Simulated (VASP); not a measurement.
# GaP (gw) (F-43m) in VASP: single point with PBE

Aim: the single point of GaP (gw) with PBE.

All numbers are computed with VASP 6.6.1; they aren't measurements. Logs are shortened: lines on timing, memory, paths and dates and some standing lists are left out, and cuts for length are marked.

### 1 The cell of the first run

Symmetry: F-43m, No. 216, cubic system. The conventional cell has a = 5.438 Å, b = 5.438 Å, c = 5.438 Å, α = 90.00°, β = 90.00°, γ = 90.00°. Ga (site symmetry -43m) has 4 P at 2.35 Å within 3.1 Å. P (site symmetry -43m) has 4 Ga at 2.35 Å within 3.1 Å.

### 2 Single point, PBE

INCAR reads:

```
SYSTEM = GaP
PREC = Accurate
ENCUT = 500
EDIFF = 1E-6
ISMEAR = 0
SIGMA = 0.01
LREAL = .FALSE.
LASPH = .TRUE.
NELM = 120
ALGO = Normal
ISIF = 2
LWAVE = .FALSE.
LCHARG = .TRUE.
GGA = PE
LELF = .TRUE.
LVHAR = .TRUE.
NBANDS = 16
GGA_COMPAT = .FALSE.
```

KPOINTS reads:

```
regular mesh
0
G
  6 6 6
  0 0 0
```

POSCAR reads:

```
GaP
1.0
    0.0000000000      2.7192244449      2.7192244449
    2.7192244449      0.0000000000      2.7192244449
    2.7192244449      2.7192244449      0.0000000000
Ga P
1 1
Direct
    0.0000000000      0.0000000000      0.0000000000
    0.7500000000      0.7500000000      0.7500000000
```

Potentials or basis: VASP PAW PBE potentials, release 64 (Ga_d, P).

Launch:

```console
$ cat potpaw_PBE.64/Ga_d/POTCAR potpaw_PBE.64/P/POTCAR > POTCAR
$ mpirun -np 1 vasp_std > vasp.out
```

OUTCAR:

```text
SYSTEM = GaP
   PREC = Accurate
   ENCUT = 500
   EDIFF = 1E-6
   ISMEAR = 0
   LREAL = .FALSE.
   LASPH = .TRUE.
   NELM = 120
   ISIF = 2
   GGA = PE

 ion  position               nearest neighbor table
   1  0.000  0.000  0.000-   2 2.35   2 2.35   2 2.35   2 2.35
   2  0.750  0.750  0.750-   1 2.35   1 2.35   1 2.35   1 2.35

  LATTYP: Found a face centered cubic cell.
 ALAT       =     5.4384488898

  Lattice vectors:

 A1 = (   0.0000000000,   2.7192244449,   2.7192244449)
 A2 = (   2.7192244449,   0.0000000000,   2.7192244449)
 A3 = (   2.7192244449,   2.7192244449,   0.0000000000)

Analysis of symmetry for initial positions (statically):
=====================================================================
 Subroutine PRICEL returns:
 Original cell was already a primitive cell.

 Routine SETGRP: Setting up the symmetry group for a
 face centered cubic supercell.

 Subroutine GETGRP returns: Found 24 space group operations
 (whereof 24 operations were pure point group operations)
 out of a pool of 48 trial point group operations.

The static configuration has the point symmetry T_d .

Analysis of symmetry for dynamics (positions and initial velocities):
=====================================================================
 Subroutine PRICEL returns:
 Original cell was already a primitive cell.

 Routine SETGRP: Setting up the symmetry group for a
 face centered cubic supercell.

 Subroutine GETGRP returns: Found 24 space group operations
 (whereof 24 operations were pure point group operations)
 out of a pool of 48 trial point group operations.

The dynamic configuration has the point symmetry T_d .

 Subroutine INISYM returns: Found 24 space group operations
 (whereof 24 operations are pure point group operations),
 and found     1 'primitive' translations

----------------------------------------------------------------------------------------

                                     Primitive cell

  volume of cell :      40.2129

  direct lattice vectors                    reciprocal lattice vectors
     0.000000000  2.719224445  2.719224445    -0.183875958  0.183875958  0.183875958
     2.719224445  0.000000000  2.719224445     0.183875958 -0.183875958  0.183875958
     2.719224445  2.719224445  0.000000000     0.183875958  0.183875958 -0.183875958

  length of vectors
     3.845564089  3.845564089  3.845564089     0.318482502  0.318482502  0.318482502

  position of ions in fractional coordinates (direct lattice)
     0.000000000  0.000000000  0.000000000
     0.750000000  0.750000000  0.750000000

  ion indices of the primitive-cell ions
   primitive index   ion index
                 1           1
                 2           2

----------------------------------------------------------------------------------------

 KPOINTS: regular mesh

Automatic generation of k-mesh.
 Grid dimensions read from file:
 generate k-points for:    6    6    6

 Generating k-lattice:

  Cartesian coordinates                     Fractional coordinates (reciprocal lattice)
    -0.030645993  0.030645993  0.030645993     0.166666667  0.000000000  0.000000000
     0.030645993 -0.030645993  0.030645993     0.000000000  0.166666667  0.000000000
     0.030645993  0.030645993 -0.030645993     0.000000000  0.000000000  0.166666667

  Length of vectors
     0.053080417  0.053080417  0.053080417

  Shift w.r.t. Gamma in fractional coordinates (k-lattice)
     0.000000000  0.000000000  0.000000000

 Subroutine IBZKPT returns following result:
 ===========================================

 Found     16 irreducible k-points:

 Following reciprocal coordinates:
            Coordinates               Weight
  0.000000  0.000000  0.000000      1.000000
  0.166667  0.000000  0.000000      8.000000
  0.333333  0.000000  0.000000      8.000000
  0.500000  0.000000  0.000000      4.000000
  0.166667  0.166667  0.000000      6.000000
  0.333333  0.166667  0.000000     24.000000
[... 8 lines left out ...]
 -0.333333  0.333333  0.166667     24.000000
 -0.333333  0.500000  0.166667     12.000000
   k-points           NKPTS =     16   k-points in BZ     NKDIM =     16   number of bands    NBANDS=     16
   number of dos      NEDOS =    301   number of ions     NIONS =      2
   total plane-waves  NPLWV =  21952
   dimension x,y,z NGX =    28 NGY =   28 NGZ =   28
   dimension x,y,z NGXF=    56 NGYF=   56 NGZF=   56
   ions per type =               1   1
   NGX,Y,Z   is equivalent  to a cutoff of  12.10, 12.10, 12.10 a.u.
   NGXF,Y,Z  is equivalent  to a cutoff of  24.21, 24.21, 24.21 a.u.
 SYSTEM =  GaP
   PREC   = accura    normal or accurate (medium, high low for compatibility)
   ISTART =      0    job   : 0-new  1-cont  2-samecut
   ICHARG =      2    charge: 1-file 2-atom 10-const
   ISPIN  =      1    spin polarized calculation?
   LNONCOLLINEAR =      F non collinear calculations
   LSORBIT =      F    spin-orbit coupling
   LASPH  =      T    aspherical Exc in radial PAW
   ENCUT  =  500.0 eV  36.75 Ry    6.06 a.u.   7.01  7.01  7.01*2*pi/ulx,y,z
   NELM   =    120;   NELMIN=  2; NELMDL= -5     # of ELM steps
   EDIFF  = 0.1E-05   stopping-criterion for ELM
   LREAL  =      F    real-space projection
   EDIFFG = 0.1E-04   stopping-criterion for IOM
   NSW    =      0    number of steps for IOM
   IBRION =     -1    ionic relax: 0-MD 1-quasi-New 2-CG
   NFREE  =      0    steps in history (QN), initial steepest desc. (CG)
   ISIF   =      2    stress and relaxation
   ISYM   =      2    0-nonsym 1-usesym 2-fastsym
   POTIM  = 0.5000    time-step for ionic-motion
   TEBEG  =    0.0;   TEEND  =   0.0 temperature during run
   PSTRESS=    0.0 pullay stress
   NELECT =      18.0000    total number of electrons
   NUPDOWN=      -1.0000    fix difference up-down
   EMIN   =  10.00;   EMAX   =-10.00  energy-range for DOS
   EFERMI =   0.00;   METHOD = LEGACY
   ISMEAR =     0;   SIGMA  =   0.01  broadening in eV -4-tet -1-fermi 0-gaus
   EFERMI_NEDOS =   21; number of points for ismear=-14 and -15
   IALGO  =     38    algorithm
   IMIX   =      4    mixing-type and parameters
     AMIX     =   0.40;   BMIX     =  1.00
     AMIX_MAG =   1.60;   BMIX_MAG =  1.00
  volume/ion in A,a.u.               =      20.11       135.68
  Fermi-wavevector in a.u.,A,eV,Ry     =   1.252306  2.366516 21.337628  1.568271
  Thomas-Fermi vector in A             =   2.386213
   LORBIT       =      0    0 simple, 1 ext, 2 COOP (PROOUT), +10 PAW based schemes
   GGA     = PE    functional components
   LHFCALC =     F    Hartree Fock is set to
   AEXX    =    0.0000 exact exchange contribution
   IVDW    =     0    specifies the selected vdW correction
   LEPSILON=     F    determine dielectric tensor
   LRPA    =     F    only Hartree local field effects (RPA)
 non-spin polarized calculation
 Gauss-broadening in eV      SIGMA  =   0.01
  energy-cutoff  :      500.00
  volume of cell :       40.21
 maximum number of plane-waves:      1034
   NGX = 13   NGY = 13   NGZ = 13

 number of electron      18.0000015 magnetization

 Free energy of the ion-electron system (eV)
  ---------------------------------------------------
  ext. energy  EPLUGINS =         0.00000000
  ---------------------------------------------------
  free energy    TOTEN  =        -9.09756905 eV

  energy without entropy =       -9.09756905  energy(sigma->0) =       -9.09756905

 E-fermi :   4.7686     XC(G=0):  -9.8604

 val. band max:        4.7268428069   @ k =   0.0000   0.0000   0.0000
 cond. band min:       6.3637778849   @ k =   0.5000   0.5000   0.0000
 fundamental gap:      1.6369350780
 Fermi energy:         4.7685635409

 k-point     1 :       0.0000    0.0000    0.0000
  band No.  band energies     occupation
      1      -9.8424      2.00000
      2      -9.8424      2.00000
      3      -9.8424      2.00000
      4      -9.7409      2.00000
      5      -9.7409      2.00000
      6      -7.8163      2.00000
[... 8 lines left out ...]
     15      14.5201      0.00000
     16      14.5201      0.00000

 k-point     2 :       0.1667    0.0000    0.0000
  band No.  band energies     occupation
      1      -9.8660      2.00000
      2      -9.8344      2.00000
      3      -9.8344      2.00000
      4      -9.7408      2.00000
      5      -9.7408      2.00000
      6      -7.4570      2.00000
[... 8 lines left out ...]
     15      13.6963      0.00000
     16      14.8104      0.00000

 k-point     3 :       0.3333    0.0000    0.0000
  band No.  band energies     occupation
      1      -9.9073      2.00000
      2      -9.8216      2.00000
      3      -9.8216      2.00000
      4      -9.7372      2.00000
      5      -9.7372      2.00000
      6      -6.5007      2.00000
[... 8 lines left out ...]
     15      14.3829      0.00000
     16      14.4479      0.00000

 k-point     4 :       0.5000    0.0000    0.0000
  band No.  band energies     occupation
      1      -9.9260      2.00000
      2      -9.8172      2.00000
      3      -9.8172      2.00000
      4      -9.7333      2.00000
      5      -9.7333      2.00000
      6      -5.7276      2.00000
[... 8 lines left out ...]
     15      16.4330      0.00000
     16      16.4330      0.00000
[... 172 lines left out ...]
 k-point    14 :       0.5000    0.3333    0.1667
  band No.  band energies     occupation
      1      -9.9311      2.00000
      2      -9.8073      2.00000
      3      -9.7960      2.00000
      4      -9.7554      2.00000
      5      -9.7298      2.00000
      6      -5.7174      2.00000
[... 8 lines left out ...]
     15      16.5868      0.00000
     16      18.0392      0.00000

 k-point    15 :      -0.3333    0.3333    0.1667
  band No.  band energies     occupation
      1      -9.9373      2.00000
      2      -9.8073      2.00000
      3      -9.7892      2.00000
      4      -9.7519      2.00000
      5      -9.7330      2.00000
      6      -5.0561      2.00000
[... 8 lines left out ...]
     15      17.2409      0.00000
     16      17.5456      0.00000

 k-point    16 :      -0.3333    0.5000    0.1667
  band No.  band energies     occupation
      1      -9.9483      2.00000
      2      -9.7957      2.00000
      3      -9.7811      2.00000
      4      -9.7619      2.00000
      5      -9.7274      2.00000
      6      -4.7480      2.00000
[... 8 lines left out ...]
     15      16.6611      0.00000
     16      18.3753      0.00000

------------------------ aborting loop because EDIFF is reached ----------------------------------------

  FORCE on cell =-STRESS in cart. coord.  units (eV):
  Direction    XX          YY          ZZ          XY          YZ          ZX
  --------------------------------------------------------------------------------------
  -------------------------------------------------------------------------------------
  Total        0.7604722      0.7604722      0.7604722      0.0000000      0.0000000      0.0000000
  in kB       30.2990324     30.2990324     30.2990324      0.0000000      0.0000000      0.0000000
  external PRESSURE =      30.2990324 kB  Pullay stress =       0.0000000 kB

 VOLUME and BASIS-vectors are now :
 -----------------------------------------------------------------------------
  energy-cutoff  :      500.00
  volume of cell :       40.21
      direct lattice vectors                 reciprocal lattice vectors
     0.000000000  2.719224445  2.719224445    -0.183875958  0.183875958  0.183875958
     2.719224445  0.000000000  2.719224445     0.183875958 -0.183875958  0.183875958
     2.719224445  2.719224445  0.000000000     0.183875958  0.183875958 -0.183875958

 POSITION                                       TOTAL-FORCE (eV/Angst)
 -----------------------------------------------------------------------------------
      0.00000      0.00000      0.00000         0.000000      0.000000      0.000000
      4.07884      4.07884      4.07884        -0.000000     -0.000000     -0.000000
 -----------------------------------------------------------------------------------
    total drift:                               -0.000001     -0.000001     -0.000001

  FREE ENERGIE OF THE ION-ELECTRON SYSTEM (eV)
  ---------------------------------------------------
  free  energy   TOTEN  =        -9.0975690543 eV

  energy  without entropy=       -9.0975690543  energy(sigma->0) =       -9.09756905
```

It took 16 s on 1 thread of Intel Xeon Platinum 8259CL at 2.50GHz (Skylake/Cascade Lake), shared host; peak memory 0.15 GiB.

What came out:

- Free energy: -9.0976 eV
- Pressure: 3.0 GPa
- Band gap on the k mesh: 1.64 eV, indirect (least direct gap 1.88 eV)

Levels at points of the mesh, in eV from the valence-band top:
| k point | band 6 | band 7 | band 8 | band 9 | band 10 | band 11 | band 12 | band 13 |
| --- | --- | --- | --- | --- | --- | --- | --- | --- |
| (0.00, 0.00, 0.00) | -12.54 | 0.00 | 0.00 | 0.00 | 1.88 | 3.88 | 3.88 | 3.88 |
| (0.50, 0.00, 0.00) | -10.45 | -6.67 | -1.13 | -1.13 | 1.69 | 4.72 | 4.72 | 8.30 |
| (0.50, 0.50, 0.00) | -9.55 | -6.79 | -2.71 | -2.71 | 1.64 | 1.81 | 10.64 | 10.64 |

A k mesh can miss the band edges. As with any semilocal functional, this PBE gap is likely too small.
